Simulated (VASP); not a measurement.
# Cu12Cl in VASP: single point with PBE

Aim: the single point of Cu12Cl with PBE.

Everything below comes from runs of VASP 6.6.1. Logs are shortened: lines on timing, memory, paths and dates and some standing lists are left out, and cuts for length are marked.

## (1) The cell of the first run

The cell holds a slab with vacuum, 13 atoms: a = 5.132 Å, b = 5.132 Å, c = 19.622 Å, α = 90.00°, β = 90.00°, γ = 120.00°.

## (2) Single point, PBE

Contents of INCAR:

```
SYSTEM = Cu12Cl
  PREC = Accurate
  ENCUT = 520
  EDIFF = 1E-7
  ISMEAR = 0
  SIGMA = 0.1
  LREAL = .FALSE.
  LASPH = .TRUE.
  NELM = 60
  ALGO = Normal
  ISIF = 2
  LWAVE = .FALSE.
  LCHARG = .FALSE.
  LDIPOL = .TRUE.
  IDIPOL = 3
  DIPOL = 0.5 0.5 0.325
  GGA = PE
  NBANDS = 82
```

Contents of KPOINTS:

```
Automatic mesh
0
G
  6 6 1
  0 0 0
```

Contents of POSCAR:

```
Cu12Cl
1.0
    5.1319544695      0.0000000000      0.0000000000
   -2.5659772347      4.4444029416      0.0000000000
    0.0000000000      0.0000000000     19.6215699677
Cu Cl
12 1
Direct
    0.3333333333      0.1666666667      0.2038572860
    0.3333333333      0.6666666667      0.2038572860
    0.8333333333      0.1666666667      0.2038572860
    0.8333333333      0.6666666667      0.2038572860
    0.1666666667      0.3333333334      0.3088787987
    0.1666666667      0.8333333334      0.3088787987
    0.6666666667      0.3333333334      0.3088787987
    0.6666666667      0.8333333333      0.3088787987
    0.0000000000      0.0000000000      0.4139103028
    0.0000000000      0.5000000000      0.4139103028
    0.5000000000      0.0000000000      0.4139103028
    0.5000000000      0.5000000000      0.4139103028
    0.1666666667      0.0833333334      0.5190131979
```

Potentials or basis: VASP PAW PBE potentials, release 64 (Cu, Cl).

Started as:

```
$ cat potpaw_PBE.64/Cu/POTCAR potpaw_PBE.64/Cl/POTCAR > POTCAR
$ mpirun -np 1 vasp_std > vasp.out
```

OUTCAR:

```text
SYSTEM = Cu12Cl
   PREC = Accurate
   ENCUT = 520
   EDIFF = 1E-7
   ISMEAR = 0
   LREAL = .FALSE.
   LASPH = .TRUE.
   NELM = 60
   ISIF = 2
   GGA = PE

 ion  position               nearest neighbor table
   1  0.333  0.167  0.204-   6 2.54   5 2.54   7 2.54   2 2.57   2 2.57   4 2.57   4 2.57   3 2.57
                             3 2.57
   2  0.333  0.667  0.204-   5 2.54   6 2.54   8 2.54   1 2.57   1 2.57   3 2.57   3 2.57   4 2.57
                             4 2.57
   3  0.833  0.167  0.204-   7 2.54   8 2.54   5 2.54   4 2.57   4 2.57   2 2.57   2 2.57   1 2.57
                             1 2.57
   4  0.833  0.667  0.204-   8 2.54   7 2.54   6 2.54   3 2.57   3 2.57   1 2.57   1 2.57   2 2.57
                             2 2.57
   5  0.167  0.333  0.309-   2 2.54   1 2.54   3 2.54  10 2.54  12 2.54   9 2.54   8 2.57   6 2.57
                             6 2.57   7 2.57   7 2.57   8 2.57
   6  0.167  0.833  0.309-   1 2.54   2 2.54   4 2.54   9 2.54  11 2.54  10 2.54   8 2.57   5 2.57
                             5 2.57   7 2.57   7 2.57   8 2.57
   7  0.667  0.333  0.309-   4 2.54   3 2.54   1 2.54  12 2.54  10 2.54  11 2.54   8 2.57   6 2.57
                             6 2.57   5 2.57   5 2.57   8 2.57
   8  0.667  0.833  0.309-   4 2.54   3 2.54   2 2.54  12 2.54   9 2.54  11 2.54   7 2.57   5 2.57
                             6 2.57   5 2.57   6 2.57   7 2.57
   9  0.000  0.000  0.414-  13 2.19   6 2.54   8 2.54   5 2.54  10 2.57  10 2.57  12 2.57  12 2.57
                            11 2.57  11 2.57
  10  0.000  0.500  0.414-   5 2.54   7 2.54   6 2.54   9 2.57   9 2.57  11 2.57  11 2.57  12 2.57
                            12 2.57
  11  0.500  0.000  0.414-   6 2.54   7 2.54   8 2.54  12 2.57  12 2.57  10 2.57  10 2.57   9 2.57
                             9 2.57
  12  0.500  0.500  0.414-   8 2.54   7 2.54   5 2.54  11 2.57  11 2.57   9 2.57   9 2.57  10 2.57
                            10 2.57
  13  0.167  0.083  0.519-   9 2.19

  LATTYP: Found a hexagonal cell.
 ALAT       =     5.1319544695
 C/A-ratio  =     3.8234107657

  Lattice vectors:

 A1 = (   5.1319544695,   0.0000000000,   0.0000000000)
 A2 = (  -2.5659772347,   4.4444029416,   0.0000000000)
 A3 = (   0.0000000000,   0.0000000000,  19.6215699677)

Analysis of symmetry for initial positions (statically):
=====================================================================
 Subroutine PRICEL returns:
 Original cell was already a primitive cell.

 Routine SETGRP: Setting up the symmetry group for a
 hexagonal supercell.

 Subroutine GETGRP returns: Found  2 space group operations
 (whereof  2 operations were pure point group operations)
 out of a pool of 24 trial point group operations.

The static configuration has the point symmetry C_1h.

Analysis of symmetry for dynamics (positions and initial velocities):
=====================================================================
 Subroutine PRICEL returns:
 Original cell was already a primitive cell.

 Routine SETGRP: Setting up the symmetry group for a
 hexagonal supercell.

 Subroutine GETGRP returns: Found  2 space group operations
 (whereof  2 operations were pure point group operations)
 out of a pool of 24 trial point group operations.

The dynamic configuration has the point symmetry C_1h.

 Subroutine INISYM returns: Found  2 space group operations
 (whereof  2 operations are pure point group operations),
 and found     1 'primitive' translations

----------------------------------------------------------------------------------------

                                     Primitive cell

  volume of cell :     447.5381

  direct lattice vectors                    reciprocal lattice vectors
     5.131954470  0.000000000  0.000000000     0.194857535  0.112501051  0.000000000
    -2.565977235  4.444402942  0.000000000     0.000000000  0.225002101  0.000000000
     0.000000000  0.000000000 19.621569968     0.000000000  0.000000000  0.050964321

  length of vectors
     5.131954470  5.131954469 19.621569968     0.225002101  0.225002101  0.050964321

  position of ions in fractional coordinates (direct lattice)
     0.333333333  0.166666667  0.203857286
     0.333333333  0.666666667  0.203857286
     0.833333333  0.166666667  0.203857286
     0.833333333  0.666666667  0.203857286
     0.166666667  0.333333333  0.308878799
     0.166666667  0.833333333  0.308878799
     0.666666667  0.333333333  0.308878799
     0.666666667  0.833333333  0.308878799
     0.000000000  0.000000000  0.413910303
[... 53 lines left out ...]
  0.000000  0.333333  0.000000      4.000000
  0.500000 -0.000000  0.000000      1.000000
  0.000000  0.500000  0.000000      2.000000
  0.166667  0.166667  0.000000      4.000000
 -0.166667  0.333333  0.000000      2.000000
  0.333333  0.166667  0.000000      4.000000
 -0.166667  0.500000  0.000000      4.000000
  0.500000  0.333333  0.000000      4.000000
  0.333333  0.333333  0.000000      2.000000
   k-points           NKPTS =     13   k-points in BZ     NKDIM =     13   number of bands    NBANDS=     82
   number of dos      NEDOS =    301   number of ions     NIONS =     13
   total plane-waves  NPLWV = 240000
   dimension x,y,z NGX =    40 NGY =   40 NGZ =  150
   dimension x,y,z NGXF=    80 NGYF=   80 NGZF=  300
   ions per type =              12   1
   NGX,Y,Z   is equivalent  to a cutoff of  12.96, 12.96, 12.71 a.u.
   NGXF,Y,Z  is equivalent  to a cutoff of  25.92, 25.92, 25.42 a.u.
 SYSTEM =  Cu12Cl
   PREC   = accura    normal or accurate (medium, high low for compatibility)
   ISTART =      0    job   : 0-new  1-cont  2-samecut
   ICHARG =      2    charge: 1-file 2-atom 10-const
   ISPIN  =      1    spin polarized calculation?
   LNONCOLLINEAR =      F non collinear calculations
   LSORBIT =      F    spin-orbit coupling
   LASPH  =      T    aspherical Exc in radial PAW
   ENCUT  =  520.0 eV  38.22 Ry    6.18 a.u.   9.54  9.54 36.48*2*pi/ulx,y,z
   NELM   =     60;   NELMIN=  2; NELMDL= -5     # of ELM steps
   EDIFF  = 0.1E-06   stopping-criterion for ELM
   LREAL  =      F    real-space projection
   EDIFFG = 0.1E-05   stopping-criterion for IOM
   NSW    =      0    number of steps for IOM
   IBRION =     -1    ionic relax: 0-MD 1-quasi-New 2-CG
   NFREE  =      0    steps in history (QN), initial steepest desc. (CG)
   ISIF   =      2    stress and relaxation
   ISYM   =      2    0-nonsym 1-usesym 2-fastsym
   POTIM  = 0.5000    time-step for ionic-motion
   TEBEG  =    0.0;   TEEND  =   0.0 temperature during run
   PSTRESS=    0.0 pullay stress
   NELECT =     139.0000    total number of electrons
   NUPDOWN=      -1.0000    fix difference up-down
   EMIN   =  10.00;   EMAX   =-10.00  energy-range for DOS
   EFERMI =   0.00;   METHOD = LEGACY
   ISMEAR =     0;   SIGMA  =   0.10  broadening in eV -4-tet -1-fermi 0-gaus
   EFERMI_NEDOS =   21; number of points for ismear=-14 and -15
   IALGO  =     38    algorithm
   IMIX   =      4    mixing-type and parameters
     AMIX     =   0.40;   BMIX     =  1.00
     AMIX_MAG =   1.60;   BMIX_MAG =  1.00
  volume/ion in A,a.u.               =      34.43       232.32
  Fermi-wavevector in a.u.,A,eV,Ry     =   1.108672  2.095086 16.723652  1.229154
  Thomas-Fermi vector in A             =   2.245202
   LORBIT       =      0    0 simple, 1 ext, 2 COOP (PROOUT), +10 PAW based schemes
   GGA     = PE    functional components
   LHFCALC =     F    Hartree Fock is set to
   AEXX    =    0.0000 exact exchange contribution
   IVDW    =     0    specifies the selected vdW correction
   LEPSILON=     F    determine dielectric tensor
   LRPA    =     F    only Hartree local field effects (RPA)
 non-spin polarized calculation
 Gauss-broadening in eV      SIGMA  =   0.10
  energy-cutoff  :      520.00
  volume of cell :      447.54
 maximum number of plane-waves:     12109
 NGX is ok and might be reduce to    40
   NGX = 19   NGY = 19   NGZ = 73

 dipolmoment           0.000000      0.000000     -0.000013 electrons x Angstroem

 number of electron     139.0000026 magnetization

 dipolmoment           0.000000      0.000000      0.128867 electrons x Angstroem

 Free energy of the ion-electron system (eV)
  ---------------------------------------------------
  ext. energy  EPLUGINS =         0.00000000
  ---------------------------------------------------
  free energy    TOTEN  =       -44.21271227 eV

  energy without entropy =      -44.16717681  energy(sigma->0) =      -44.18994454

 E-fermi :  -0.7396     XC(G=0):  -5.3789

 val. band max:       -0.7463102281   @ k =   0.0000   0.1667   0.0000
 cond. band min:      -0.7161256152   @ k =   0.3333  -0.0000   0.0000
 fundamental gap:      0.0301846128
 Fermi energy:        -0.7396376992

 k-point     1 :       0.0000    0.0000    0.0000
  band No.  band energies     occupation
      1     -15.7633      2.00000
      2      -9.3266      2.00000
      3      -7.3799      2.00000
      4      -5.9262      2.00000
      5      -5.5331      2.00000
      6      -5.4620      2.00000
[... 1081 lines left out ...]
     80       4.2063      0.00000
     81       5.2563      0.00000
 [bands above 81 left out]

------------------------ aborting loop because EDIFF is reached ----------------------------------------

 vacuum level on the upper side and lower side of the slab       (xc-potential included)         0.411        -0.583

  FORCE on cell =-STRESS in cart. coord.  units (eV):
  Direction    XX          YY          ZZ          XY          YZ          ZX
  --------------------------------------------------------------------------------------
  -------------------------------------------------------------------------------------
  Total       -2.0031111     -2.2305818      0.7201962      0.1969953      0.4348262      0.7531404
  in kB       -7.1710979     -7.9854382      2.5782880      0.7052394      1.5566690      2.6962275
  external PRESSURE =      -4.1927494 kB  Pullay stress =       0.0000000 kB

 VOLUME and BASIS-vectors are now :
 -----------------------------------------------------------------------------
  energy-cutoff  :      520.00
  volume of cell :      447.54
      direct lattice vectors                 reciprocal lattice vectors
     5.131954470  0.000000000  0.000000000     0.194857535  0.112501051  0.000000000
    -2.565977235  4.444402942  0.000000000     0.000000000  0.225002101  0.000000000
     0.000000000  0.000000000 19.621569968     0.000000000  0.000000000  0.050964321

 POSITION                                       TOTAL-FORCE (eV/Angst)
 -----------------------------------------------------------------------------------
      1.28299      0.74073      4.00000        -0.039371     -0.022731     -0.028788
     -0.00000      2.96294      4.00000        -0.037282     -0.021525     -0.096812
      3.84897      0.74073      4.00000         0.039126      0.014232     -0.118681
      2.56598      2.96294      4.00000         0.031888      0.026768     -0.118681
      0.00000      1.48147      6.06069        -0.004326     -0.008272     -0.007317
     -1.28299      3.70367      6.06069        -0.009326      0.000389     -0.007317
      2.56598      1.48147      6.06069        -0.012300     -0.007102      0.083740
      1.28299      3.70367      6.06069         0.031375      0.018114      0.245322
      0.00000      0.00000      8.12157        -0.330512     -0.190821     -0.040999
     -1.28299      2.22220      8.12157        -0.019413     -0.011208     -0.128184
      2.56598      0.00000      8.12157        -0.003022     -0.005769      0.121051
      1.28299      2.22220      8.12157        -0.006507      0.000268      0.121051
      0.64149      0.37037     10.18385         0.359671      0.207656     -0.024388
 -----------------------------------------------------------------------------------
    total drift:                                0.000041      0.000024     -0.006831

  FREE ENERGIE OF THE ION-ELECTRON SYSTEM (eV)
  ---------------------------------------------------
  free  energy   TOTEN  =       -44.2127122664 eV

  energy  without entropy=      -44.1671768085  energy(sigma->0) =      -44.18994454

 vacuum level on the upper side and lower side of the slab         4.993         3.964
```

It took 40 min on 1 thread of Intel Xeon 8259CL, shared host; peak memory 0.75 GiB.

Results:

```yaml
Free_energy: -44.2127 eV
Largest_force: 0.416 eV/Å
Band_gap_on_the_k_mesh: zero (an odd number of electrons rules out a gap without spin polarisation)
```

Forces on the atoms (eV/Å):
```
Cu  -0.039 -0.023 -0.029
Cu  -0.037 -0.022 -0.097
Cu   0.039  0.014 -0.119
Cu   0.032  0.027 -0.119
Cu  -0.004 -0.008 -0.007
Cu  -0.009  0.000 -0.007
Cu  -0.012 -0.007  0.084
Cu   0.031  0.018  0.245
Cu  -0.331 -0.191 -0.041
Cu  -0.019 -0.011 -0.128
Cu  -0.003 -0.006  0.121
Cu  -0.007  0.000  0.121
Cl   0.360  0.208 -0.024
```

Caveat: an odd number of electrons without spin polarisation forces a metal; a magnetic or distorted state may lie lower. With open d or f shells a metallic result of PBE can be an artefact of self-interaction; +U or a hybrid may open a gap.

The gap in the log of VASP goes by the Fermi energy; the results here count the filled bands.